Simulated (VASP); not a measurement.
# Y2C (R-3m) in VASP: single point with LDA

Aim: the single point of Y2C with LDA.

All numbers are computed with VASP 6.6.1; they aren't measurements. Logs are shortened: lines on timing, memory, paths and dates and some standing lists are left out, and cuts for length are marked.

**1. The cell of the first run**

The structure is trigonal, space group R-3m (No. 166). Conventional cell: a = 3.625 Å, b = 3.625 Å, c = 17.964 Å, α = 90.00°, β = 90.00°, γ = 120.00°. Within 3.3 Å of Y (site symmetry 3m) lie 3 C at 2.49 Å. C (site symmetry -3m) has 6 Y at 2.49 Å within 3.3 Å.

**2. Single point, LDA**

Input file INCAR:

```
ALGO = Normal ; EDIFF = 1E-6
ENCUT = 520 ; GGA = CA
ISIF = 2 ; ISMEAR = 0
LASPH = True ; LCHARG = False
LREAL = False ; LWAVE = False
NBANDS = 20 ; NELM = 80
PREC = Accurate ; SIGMA = 0.05
```

Input file KPOINTS:

```
k-points
0
Gamma
  8 8 8
```

Input file POSCAR:

```
Y2C
1.0
    1.8124150000      1.0463980000      5.9880000000
   -1.8124150000      1.0463980000      5.9880000000
    0.0000000000     -2.0927970000      5.9880000000
Y C
2 1
Direct
    0.2579300000      0.2579300000      0.2579300000
    0.7420700000      0.7420700000      0.7420700000
    0.0000000000      0.0000000000      0.0000000000
```

Potentials or basis: VASP PAW LDA potentials, release 64 (Y_sv, C).

Launch:

```bash
cat potpaw_LDA.64/Y_sv/POTCAR potpaw_LDA.64/C/POTCAR > POTCAR
mpirun -np 1 vasp_std > vasp.out
```

OUTCAR:

```text
EDIFF = 1E-6
   ENCUT = 520
   GGA = CA
   ISIF = 2
   ISMEAR = 0
   LASPH = True
   LREAL = False
   NELM = 80
   PREC = Accurate

 ion  position               nearest neighbor table
   1  0.258  0.258  0.258-   3 2.49   3 2.49   3 2.49   2 3.42   2 3.42   2 3.42   2 3.89   2 3.89
                             2 3.89
   2  0.742  0.742  0.742-   3 2.49   3 2.49   3 2.49   1 3.42   1 3.42   1 3.42   1 3.89   1 3.89
                             1 3.89
   3  0.000  0.000  0.000-   2 2.49   2 2.49   1 2.49   1 2.49   2 2.49   1 2.49

  LATTYP: Found a trigonal (rhomboedric) cell.
 ALAT       =     6.3431806617
 COS(alpha) =     0.8367206943

  Lattice vectors:

 A1 = (   1.8124150000,   1.0463980000,   5.9880000000)
 A2 = (  -1.8124150000,   1.0463980000,   5.9880000000)
 A3 = (   0.0000000000,  -2.0927970000,   5.9880000000)

Analysis of symmetry for initial positions (statically):
=====================================================================
 Subroutine PRICEL returns:
 Original cell was already a primitive cell.

 Routine SETGRP: Setting up the symmetry group for a
 trigonal (rhombohedral) supercell.

 Subroutine GETGRP returns: Found 12 space group operations
 (whereof 12 operations were pure point group operations)
 out of a pool of 12 trial point group operations.

The static configuration has the point symmetry D_3d.

Analysis of symmetry for dynamics (positions and initial velocities):
=====================================================================
 Subroutine PRICEL returns:
 Original cell was already a primitive cell.

 Routine SETGRP: Setting up the symmetry group for a
 trigonal (rhombohedral) supercell.

 Subroutine GETGRP returns: Found 12 space group operations
 (whereof 12 operations were pure point group operations)
 out of a pool of 12 trial point group operations.

The dynamic configuration has the point symmetry D_3d.

 Subroutine INISYM returns: Found 12 space group operations
 (whereof 12 operations are pure point group operations),
 and found     1 'primitive' translations

----------------------------------------------------------------------------------------

                                     Primitive cell

  volume of cell :      68.1377

[... 80 lines left out ...]
 SYSTEM =  unknown system
   PREC   = accura    normal or accurate (medium, high low for compatibility)
   ISTART =      0    job   : 0-new  1-cont  2-samecut
   ICHARG =      2    charge: 1-file 2-atom 10-const
   ISPIN  =      1    spin polarized calculation?
   LNONCOLLINEAR =      F non collinear calculations
   LSORBIT =      F    spin-orbit coupling
   LASPH  =      T    aspherical Exc in radial PAW
   ENCUT  =  520.0 eV  38.22 Ry    6.18 a.u.  11.79 11.79 11.79*2*pi/ulx,y,z
   NELM   =     80;   NELMIN=  2; NELMDL= -5     # of ELM steps
   EDIFF  = 0.1E-05   stopping-criterion for ELM
   LREAL  =      F    real-space projection
   EDIFFG = 0.1E-04   stopping-criterion for IOM
   NSW    =      0    number of steps for IOM
   IBRION =     -1    ionic relax: 0-MD 1-quasi-New 2-CG
   NFREE  =      0    steps in history (QN), initial steepest desc. (CG)
   ISIF   =      2    stress and relaxation
   ISYM   =      2    0-nonsym 1-usesym 2-fastsym
   POTIM  = 0.5000    time-step for ionic-motion
   TEBEG  =    0.0;   TEEND  =   0.0 temperature during run
   PSTRESS=    0.0 pullay stress
   NELECT =      26.0000    total number of electrons
   NUPDOWN=      -1.0000    fix difference up-down
   EMIN   =  10.00;   EMAX   =-10.00  energy-range for DOS
   EFERMI =   0.00;   METHOD = LEGACY
   ISMEAR =     0;   SIGMA  =   0.05  broadening in eV -4-tet -1-fermi 0-gaus
   EFERMI_NEDOS =   21; number of points for ismear=-14 and -15
   IALGO  =     38    algorithm
   IMIX   =      4    mixing-type and parameters
     AMIX     =   0.40;   BMIX     =  1.00
     AMIX_MAG =   1.60;   BMIX_MAG =  1.00
  volume/ion in A,a.u.               =      22.71       153.27
  Fermi-wavevector in a.u.,A,eV,Ry     =   1.187417  2.243893 19.183668  1.409960
  Thomas-Fermi vector in A             =   2.323569
   LORBIT       =      0    0 simple, 1 ext, 2 COOP (PROOUT), +10 PAW based schemes
   GGA     = CA    functional components
   LHFCALC =     F    Hartree Fock is set to
   AEXX    =    0.0000 exact exchange contribution
   IVDW    =     0    specifies the selected vdW correction
   LEPSILON=     F    determine dielectric tensor
   LRPA    =     F    only Hartree local field effects (RPA)
 non-spin polarized calculation
 Gauss-broadening in eV      SIGMA  =   0.05
  energy-cutoff  :      520.00
  volume of cell :       68.14
 maximum number of plane-waves:      1853
   NGX = 23   NGY = 23   NGZ = 23

 number of electron      26.0000000 magnetization

 Free energy of the ion-electron system (eV)
  ---------------------------------------------------
  ext. energy  EPLUGINS =         0.00000000
  ---------------------------------------------------
  free energy    TOTEN  =       -24.90525819 eV

  energy without entropy =      -24.90187317  energy(sigma->0) =      -24.90356568

 E-fermi :   3.1275     XC(G=0): -10.1005

 val. band max:        3.1267655881   @ k =  -0.2500   0.5000   0.2500
 cond. band min:       3.1714167124   @ k =  -0.2500   0.3750   0.1250
 fundamental gap:      0.0446511243
 Fermi energy:         3.1274546332

 k-point     1 :       0.0000    0.0000    0.0000
  band No.  band energies     occupation
      1     -38.6319      2.00000
      2     -38.5571      2.00000
      3     -19.1177      2.00000
      4     -18.5849      2.00000
      5     -18.5849      2.00000
      6     -18.5100      2.00000
[... 541 lines left out ...]
     19       7.7017      0.00000
     20       7.7798      0.00000

 [... further k-points ...]
[... 5 lines left out ...]
  --------------------------------------------------------------------------------------
  -------------------------------------------------------------------------------------
  Total       -2.5687849     -2.5687851     -1.4953125      0.0000000      0.0000001      0.0000000
  in kB      -60.4018983    -60.4019035    -35.1604818      0.0000000      0.0000020      0.0000000
  external PRESSURE =     -51.9880945 kB  Pullay stress =       0.0000000 kB

 VOLUME and BASIS-vectors are now :
 -----------------------------------------------------------------------------
  energy-cutoff  :      520.00
  volume of cell :       68.14
      direct lattice vectors                 reciprocal lattice vectors
     1.812415000  1.046398000  5.988000000     0.275875007  0.159276502  0.055666898
    -1.812415000  1.046398000  5.988000000    -0.275875007  0.159276502  0.055666898
     0.000000000 -2.092797000  5.988000000     0.000000000 -0.318553005  0.055666872

 POSITION                                       TOTAL-FORCE (eV/Angst)
 -----------------------------------------------------------------------------------
      0.00000     -0.00000      4.63345         0.000000     -0.000000      0.694938
      0.00000     -0.00000     13.33055         0.000000      0.000000     -0.694938
      0.00000      0.00000      0.00000         0.000000     -0.000000      0.000000
 -----------------------------------------------------------------------------------
    total drift:                                0.000000      0.000000     -0.000000

  FREE ENERGIE OF THE ION-ELECTRON SYSTEM (eV)
  ---------------------------------------------------
  free  energy   TOTEN  =       -24.9052581855 eV

  energy  without entropy=      -24.9018731662  energy(sigma->0) =      -24.90356568
```

stdout:

```text
POSCAR found type information on POSCAR Y C
 POSCAR found :  2 types and       3 ions
 scaLAPACK will be used
 LDA part: xc-table for (Slater(with rela. corr.)+CA(PZ))
 , standard interpolation
 POSCAR, INCAR and KPOINTS ok, starting setup
 FFT: planning ... GRIDC
 FFT: planning ... GRID_SOFT
 FFT: planning ... GRID
 WAVECAR not read
 entering main loop
```

Wall time 3.3 min (1 thread of Intel Xeon 6975P-C, shared host); peak memory 0.32 GiB.

Results:

```
Free energy            : -24.9053 eV
Pressure               : -5.2 GPa
Largest force          : 0.695 eV/Å
Band gap on the k mesh : zero (band 13 reaches 3.20 eV, above the bottom of band 14 at 2.99 eV)
```

Forces in eV/Å, atoms in the order of the input:
```
Y    0.000  0.000  0.695
Y    0.000  0.000 -0.695
C    0.000  0.000  0.000
```
